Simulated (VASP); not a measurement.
Input of a VASP 6.6.1 run:

INCAR

```
PREC = Accurate
ENCUT = 520
EDIFF = 1E-6
ISMEAR = 0
SIGMA = 0.1
LREAL = False
LASPH = True
NELM = 80
ALGO = Normal
ISIF = 2
LWAVE = False
LCHARG = True
GGA = PS
LELF = True
LVHAR = True
NBANDS = 18
```

File KPOINTS:

```
regular mesh
0
Gamma
  20 20 20
```

File POSCAR:

```
Si2W
1.0
   -1.5144252331      1.5144252331      3.7417544808
    1.5144252331     -1.5144252331      3.7417544808
    1.5144252331      1.5144252331     -3.7417544808
Si W
2 1
Direct
    0.3323296917      0.3323296917      0.0000000000
    0.6676703083      0.6676703083      0.0000000000
    0.0000000000      0.0000000000      0.0000000000
```

Potentials or basis: VASP PAW PBE potentials, release 64 (Si, W_sv).

The run is started by

```console
$ cat potpaw_PBE.64/Si/POTCAR potpaw_PBE.64/W_sv/POTCAR > POTCAR
$ mpirun -np 1 vasp_std > vasp.out
```

Problem. Estimate the band gap on the k mesh.

Solution. Zero (bands 11 and 12 overlap by 1.72 eV).

Problem. Predict the largest force.

Solution. 0.008 eV/Å.

Forces on the atoms (eV/Å):
```
Si   0.000  0.000 -0.008
Si   0.000  0.000  0.008
W    0.000  0.000  0.000
```

Caveat: the PAW data sets were made with another functional, which shifts forces and pressure a little; spin-orbit coupling is left out, which moves the levels of the heavy elements.
